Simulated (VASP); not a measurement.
# Sn2Te (P-3m1) in VASP: notebook

The runs below take Sn2Te through relaxation of cell and atoms, with PBE.

Program: VASP 6.6.1. These are calculated values, not measurements. Logs are shortened: lines on timing, memory, paths and dates and some standing lists are left out, and cuts for length are marked.

### 1 The cell of the first run

Symmetry: P-3m1, No. 164, trigonal system. Conventional cell: a = 5.312 Å, b = 5.312 Å, c = 9.026 Å, α = 90.00°, β = 90.00°, γ = 120.00°. Within 3.8 Å of Sn (site symmetry 3m) lie 1 Te at 2.90 Å and 3 Sn at 3.07 Å. Sn (site symmetry 3m) has 3 Te at 3.07 Å and 1 Sn at 3.08 Å within 4.0 Å. Te (site symmetry 3m) has 4 Sn at 2.90 to 3.07 Å within 3.8 Å.

### 2 Relaxation of cell and atoms, PBE

File INCAR:

```
SYSTEM = Sn2Te
PREC = Accurate
ENCUT = 600
EDIFF = 1E-7
ISMEAR = 0
SIGMA = 0.1
LREAL = .False.
LASPH = .True.
NELM = 60
ALGO = Fast
ISIF = 3
LWAVE = .False.
LCHARG = .False.
GGA = PE
IBRION = 2
NSW = 100
EDIFFG = -0.01
```

File KPOINTS:

```
Automatic mesh
0
Gamma
  6 6 4
  0 0 0
```

File POSCAR:

```
Sn2Te
1.0
    5.3124807598      0.0000000000      0.0000000000
   -2.6562403799      4.6007432951      0.0000000000
    0.0000000000      0.0000000000      9.0260099198
Sn Te
4 2
Direct
    0.6666666667      0.3333333333      0.5116458404
    0.3333333333      0.6666666667      0.4883541596
    0.0000000000      0.0000000000      0.1706928700
    0.0000000000      0.0000000000      0.8293071300
    0.6666666667      0.3333333333      0.8326299786
    0.3333333333      0.6666666667      0.1673700214
```

Potentials or basis: VASP PAW PBE potentials, release 64 (Sn_d, Te).

On the command line:

```sh
$ cat potpaw_PBE.64/Sn_d/POTCAR potpaw_PBE.64/Te/POTCAR > POTCAR
$ mpirun -np 1 vasp_std > vasp.out
```

OUTCAR:

```text
SYSTEM = Sn2Te
   PREC = Accurate
   ENCUT = 600
   EDIFF = 1E-7
   ISMEAR = 0
   LREAL = .False.
   LASPH = .True.
   NELM = 60
   ISIF = 3
   GGA = PE
   IBRION = 2
   NSW = 100
   EDIFFG = -0.01

 ion  position               nearest neighbor table
   1  0.667  0.333  0.512-   5 2.90   2 3.07   2 3.07   2 3.07
   2  0.333  0.667  0.488-   6 2.90   1 3.07   1 3.07   1 3.07
   3  0.000  0.000  0.171-   6 3.07   6 3.07   6 3.07   4 3.08
   4  0.000  0.000  0.829-   5 3.07   5 3.07   5 3.07   3 3.08
   5  0.667  0.333  0.833-   1 2.90   4 3.07   4 3.07   4 3.07
   6  0.333  0.667  0.167-   2 2.90   3 3.07   3 3.07   3 3.07

  LATTYP: Found a hexagonal cell.
 ALAT       =     5.3124807598
 C/A-ratio  =     1.6990197853

  Lattice vectors:

 A1 = (   5.3124807598,   0.0000000000,   0.0000000000)
 A2 = (  -2.6562403799,   4.6007432951,   0.0000000000)
 A3 = (   0.0000000000,   0.0000000000,   9.0260099198)

Analysis of symmetry for initial positions (statically):
=====================================================================
 Subroutine PRICEL returns:
 Original cell was already a primitive cell.

 Routine SETGRP: Setting up the symmetry group for a
 hexagonal supercell.

 Subroutine GETGRP returns: Found 12 space group operations
 (whereof 12 operations were pure point group operations)
 out of a pool of 24 trial point group operations.

The static configuration has the point symmetry D_3d.

Analysis of symmetry for dynamics (positions and initial velocities):
=====================================================================
 Subroutine PRICEL returns:
 Original cell was already a primitive cell.

 Routine SETGRP: Setting up the symmetry group for a
 hexagonal supercell.

 Subroutine GETGRP returns: Found 12 space group operations
 (whereof 12 operations were pure point group operations)
 out of a pool of 24 trial point group operations.

The dynamic configuration has the point symmetry D_3d.

 Subroutine INISYM returns: Found 12 space group operations
 (whereof 12 operations are pure point group operations),
 and found     1 'primitive' translations

----------------------------------------------------------------------------------------

                                     Primitive cell

  volume of cell :     220.6080

  direct lattice vectors                    reciprocal lattice vectors
     5.312480760  0.000000000  0.000000000     0.188235976  0.108678091  0.000000000
    -2.656240380  4.600743295  0.000000000     0.000000000  0.217356183  0.000000000
     0.000000000  0.000000000  9.026009920     0.000000000  0.000000000  0.110790926

  length of vectors
     5.312480760  5.312480760  9.026009920     0.217356183  0.217356183  0.110790926

  position of ions in fractional coordinates (direct lattice)
     0.666666667  0.333333333  0.511645840
     0.333333333  0.666666667  0.488354160
     0.000000000  0.000000000  0.170692870
     0.000000000  0.000000000  0.829307130
     0.666666667  0.333333333  0.832629979
     0.333333333  0.666666667  0.167370021

  ion indices of the primitive-cell ions
   primitive index   ion index
                 1           1
                 2           2
                 3           3
                 4           4
                 5           5
                 6           6

----------------------------------------------------------------------------------------

 KPOINTS: Automatic mesh

Automatic generation of k-mesh.
 Grid dimensions read from file:
 generate k-points for:    6    6    4

 Generating k-lattice:

  Cartesian coordinates                     Fractional coordinates (reciprocal lattice)
     0.031372663  0.018113015  0.000000000     0.166666667 -0.000000000  0.000000000
     0.000000000  0.036226030  0.000000000     0.000000000  0.166666667  0.000000000
     0.000000000  0.000000000  0.027697732     0.000000000  0.000000000  0.250000000

  Length of vectors
     0.036226030  0.036226030  0.027697732

  Shift w.r.t. Gamma in fractional coordinates (k-lattice)
     0.000000000  0.000000000  0.000000000

 Subroutine IBZKPT returns following result:
 ===========================================

 Found     24 irreducible k-points:

 Following reciprocal coordinates:
            Coordinates               Weight
  0.000000  0.000000  0.000000      1.000000
  0.166667 -0.000000  0.000000      6.000000
  0.333333  0.000000  0.000000      6.000000
  0.500000 -0.000000  0.000000      3.000000
  0.166667  0.166667  0.000000      6.000000
  0.333333  0.166667  0.000000     12.000000
[... 16 lines left out ...]
  0.333333  0.166667  0.500000     12.000000
  0.333333  0.333333  0.500000      2.000000
   k-points           NKPTS =     24   k-points in BZ     NKDIM =     24   number of bands    NBANDS=     40
   number of dos      NEDOS =    301   number of ions     NIONS =      6
   total plane-waves  NPLWV = 127008
   dimension x,y,z NGX =    42 NGY =   42 NGZ =   72
   dimension x,y,z NGXF=    84 NGYF=   84 NGZF=  144
   ions per type =               4   2
   NGX,Y,Z   is equivalent  to a cutoff of  13.14, 13.14, 13.26 a.u.
   NGXF,Y,Z  is equivalent  to a cutoff of  26.29, 26.29, 26.52 a.u.
 SYSTEM =  Sn2Te
   PREC   = accura    normal or accurate (medium, high low for compatibility)
   ISTART =      0    job   : 0-new  1-cont  2-samecut
   ICHARG =      2    charge: 1-file 2-atom 10-const
   ISPIN  =      1    spin polarized calculation?
   LNONCOLLINEAR =      F non collinear calculations
   LSORBIT =      F    spin-orbit coupling
   LASPH  =      T    aspherical Exc in radial PAW
   ENCUT  =  600.0 eV  44.10 Ry    6.64 a.u.  10.61 10.61 18.03*2*pi/ulx,y,z
   NELM   =     60;   NELMIN=  2; NELMDL= -5     # of ELM steps
   EDIFF  = 0.1E-06   stopping-criterion for ELM
   LREAL  =      F    real-space projection
   EDIFFG = -.1E-01   stopping-criterion for IOM
   NSW    =    100    number of steps for IOM
   IBRION =      2    ionic relax: 0-MD 1-quasi-New 2-CG
   NFREE  =      1    steps in history (QN), initial steepest desc. (CG)
   ISIF   =      3    stress and relaxation
   ISYM   =      2    0-nonsym 1-usesym 2-fastsym
   POTIM  = 0.5000    time-step for ionic-motion
   TEBEG  =    0.0;   TEEND  =   0.0 temperature during run
   PSTRESS=    0.0 pullay stress
   NELECT =      68.0000    total number of electrons
   NUPDOWN=      -1.0000    fix difference up-down
   EMIN   =  10.00;   EMAX   =-10.00  energy-range for DOS
   EFERMI =   0.00;   METHOD = LEGACY
   ISMEAR =     0;   SIGMA  =   0.10  broadening in eV -4-tet -1-fermi 0-gaus
   EFERMI_NEDOS =   21; number of points for ismear=-14 and -15
   IALGO  =     68    algorithm
   IMIX   =      4    mixing-type and parameters
     AMIX     =   0.40;   BMIX     =  1.00
     AMIX_MAG =   1.60;   BMIX_MAG =  1.00
  volume/ion in A,a.u.               =      36.77       248.12
  Fermi-wavevector in a.u.,A,eV,Ry     =   1.105870  2.089791 16.639224  1.222948
  Thomas-Fermi vector in A             =   2.242363
   LORBIT       =      0    0 simple, 1 ext, 2 COOP (PROOUT), +10 PAW based schemes
   GGA     = PE    functional components
   LHFCALC =     F    Hartree Fock is set to
   AEXX    =    0.0000 exact exchange contribution
   IVDW    =     0    specifies the selected vdW correction
   LEPSILON=     F    determine dielectric tensor
   LRPA    =     F    only Hartree local field effects (RPA)
 conjugate gradient relaxation of ions
 non-spin polarized calculation
 RMM-DIIS sequential band-by-band and
 Gauss-broadening in eV      SIGMA  =   0.10
  energy-cutoff  :      600.00
  volume of cell :      220.61
 maximum number of plane-waves:      7440
   NGX = 21   NGY = 21   NGZ = 37

--------------------------------------- Ionic step        1  -------------------------------------------

 number of electron      67.9999978 magnetization

 Free energy of the ion-electron system (eV)
  ---------------------------------------------------
  ext. energy  EPLUGINS =         0.00000000
  ---------------------------------------------------
  free energy    TOTEN  =       -21.79525573 eV

  energy without entropy =      -21.78821630  energy(sigma->0) =      -21.79173602

------------------------ aborting loop because EDIFF is reached ----------------------------------------

  FORCE on cell =-STRESS in cart. coord.  units (eV):
  Direction    XX          YY          ZZ          XY          YZ          ZX
  --------------------------------------------------------------------------------------
  -------------------------------------------------------------------------------------
  Total       -0.3651517     -0.3651517     -0.0217265     -0.0000000     -0.0000000      0.0000000
  in kB       -2.6519343     -2.6519343     -0.1577897     -0.0000000     -0.0000000      0.0000000
  external PRESSURE =      -1.8205528 kB  Pullay stress =       0.0000000 kB
[... 101 lines left out ...]
  FREE ENERGIE OF THE ION-ELECTRON SYSTEM (eV)
  ---------------------------------------------------
  free  energy   TOTEN  =       -21.7975139766 eV

  energy  without entropy=      -21.7907561455  energy(sigma->0) =      -21.79413506

[... ionic steps 4 to 15 ...]

--------------------------------------- Ionic step       16  -------------------------------------------

 number of electron      68.0000004 magnetization

------------------------ aborting loop because EDIFF is reached ----------------------------------------

  FORCE on cell =-STRESS in cart. coord.  units (eV):
  Direction    XX          YY          ZZ          XY          YZ          ZX
  --------------------------------------------------------------------------------------
  -------------------------------------------------------------------------------------
  Total       -0.0367579     -0.0367579     -0.0417399      0.0000000     -0.0000000      0.0000000
  in kB       -0.2674332     -0.2674332     -0.3036800      0.0000000     -0.0000000      0.0000000
  external PRESSURE =      -0.2795155 kB  Pullay stress =       0.0000000 kB
[... 65 lines left out ...]
  energy  without entropy=      -21.7929533940  energy(sigma->0) =      -21.79617152

--------------------------------------- Ionic step       18  -------------------------------------------

 number of electron      68.0000008 magnetization

 Free energy of the ion-electron system (eV)
  ---------------------------------------------------
  ext. energy  EPLUGINS =         0.00000000
  ---------------------------------------------------
  free energy    TOTEN  =       -21.79943786 eV

  energy without entropy =      -21.79306868  energy(sigma->0) =      -21.79625327

 E-fermi :   5.0373     XC(G=0):  -8.6982

 val. band max:        5.0316278414   @ k =   0.0000   0.1667   0.2500
 cond. band min:       5.0958536014   @ k =   0.1667  -0.0000   0.0000
 fundamental gap:      0.0642257601
 Fermi energy:         5.0373462263

 k-point     1 :       0.0000    0.0000    0.0000
  band No.  band energies     occupation
      1     -16.5616      2.00000
      2     -16.4962      2.00000
      3     -16.4962      2.00000
      4     -16.4798      2.00000
      5     -16.4798      2.00000
      6     -16.4388      2.00000
[... 1054 lines left out ...]
  FREE ENERGIE OF THE ION-ELECTRON SYSTEM (eV)
  ---------------------------------------------------
  free  energy   TOTEN  =       -21.7994378597 eV

  energy  without entropy=      -21.7930686771  energy(sigma->0) =      -21.79625327

 reached required accuracy - stopping structural energy minimisation
```

It took 34 min on 1 thread of Intel Xeon 6975P-C (Granite Rapids), shared host; peak memory 0.53 GiB.

Results:

```
Free energy                           : -21.7994 eV
Relaxed volume                        : 36.70 Å³/atom
Relaxed cell                          : a = 5.296 Å, b = 5.296 Å, c = 9.068 Å, α = 90.00°, β = 90.00°, γ = 120.00°
Space group after relaxing (to 0.1 Å) : P-3m1 (No. 164)
Energy gained by relaxing             : 0.7 meV/atom
Ionic steps                           : 18
Pressure after relaxing               : 0.0 GPa
Largest force after relaxing          : 0.005 eV/Å
Band gap on the k mesh                : zero (bands 34 and 35 overlap by 0.28 eV)
```

Forces on the atoms (eV/Å):
```
Sn   0.000  0.000  0.000
Sn   0.000  0.000  0.000
Sn   0.000  0.000 -0.005
Sn   0.000  0.000  0.005
Te   0.000  0.000  0.003
Te   0.000  0.000 -0.003
```

Step by step:
```csv
step,energy change (eV),largest force (eV/Å),pressure (GPa),volume (Å³)
1,0.0000,0.1043,-0.18,220.61
2,-0.0021,0.0773,0.02,219.28
3,-0.0023,0.0693,0.08,218.90
4,-0.0030,0.0442,0.03,219.17
5,-0.0034,0.0334,0.00,219.44
6,-0.0031,0.0577,-0.07,219.99
7,-0.0035,0.0409,0.00,219.59
8,-0.0035,0.0422,-0.02,219.64
9,-0.0035,0.0422,-0.01,219.61
10,-0.0037,0.0236,0.02,219.61
11,-0.0037,0.0166,0.03,219.61
12,-0.0039,0.0161,0.01,219.79
13,-0.0040,0.0148,-0.01,220.03
14,-0.0041,0.0125,-0.04,220.50
15,-0.0041,0.0140,-0.05,220.40
16,-0.0041,0.0149,-0.03,220.21
17,-0.0041,0.0130,-0.05,220.33
18,-0.0042,0.0046,0.00,220.22
```

Final structure:
```
Sn Te
1.0
     5.29551    0.00000    0.00000
    -2.64776    4.58605    0.00000
     0.00000    0.00000    9.06781
Sn Te
4 2
Direct
  0.66667 0.33333 0.51366
  0.33333 0.66667 0.48634
  0.00000 0.00000 0.16811
  0.00000 0.00000 0.83190
  0.66667 0.33333 0.83365
  0.33333 0.66667 0.16635
```

Caveat: semilocal functionals underestimate gaps, and a narrow one can read as zero; spin-orbit coupling is left out, which moves the levels of the heavy elements.

[end of part 1 of 2]

The gap in the log of VASP goes by the Fermi energy; the results here count the filled bands.